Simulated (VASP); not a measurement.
BaF2, 3 atoms in the cell. The structure is cubic, space group Fm-3m (No. 225). The conventional cell has a = 6.195 Å, b = 6.195 Å, c = 6.195 Å, α = 90.00°, β = 90.00°, γ = 90.00°. Ba (site symmetry m-3m) has 8 F at 2.68 Å within 3.5 Å. F (site symmetry -43m) has 4 Ba at 2.68 Å and 6 F at 3.10 Å within 3.5 Å. 

| Quantity | Value |
| --- | --- |
| Program | VASP 6.6.1 |
| Task | single point |
| Functional | r2SCAN |
| Potentials or basis | VASP PAW PBE potentials, release 64 (Ba_sv, F) |
| Cutoff | 660 eV |
| k mesh | 6 × 6 × 6 |
| Occupations | gaussian, width 0.02 eV |
| Spin | no spin polarisation |
| Dipole correction | no |
| Further INCAR settings | ALGO = Normal; EDIFF = 1e-06; NBANDS = 19 |

Potentials or basis: VASP PAW PBE potentials, release 64 (Ba_sv, F).

Command:

```console
$ cat potpaw_PBE.64/Ba_sv/POTCAR potpaw_PBE.64/F/POTCAR > POTCAR
$ cp INCAR.step1 INCAR
$ mpirun -np 1 vasp_std > vasp.out
$ cp INCAR.step2 INCAR
$ mpirun -np 1 vasp_std > vasp.out
```

Hardware: 1 thread of Intel(R) Xeon(R) 6975P-C (Granite Rapids), with other jobs on the host.

Problem. How long does it take, and how much memory?

Solution. Wall time 67 s on 1 thread of Intel(R) Xeon(R) 6975P-C (Granite Rapids), on a shared host, peak memory 0.26 GiB. Counts: k points 16.
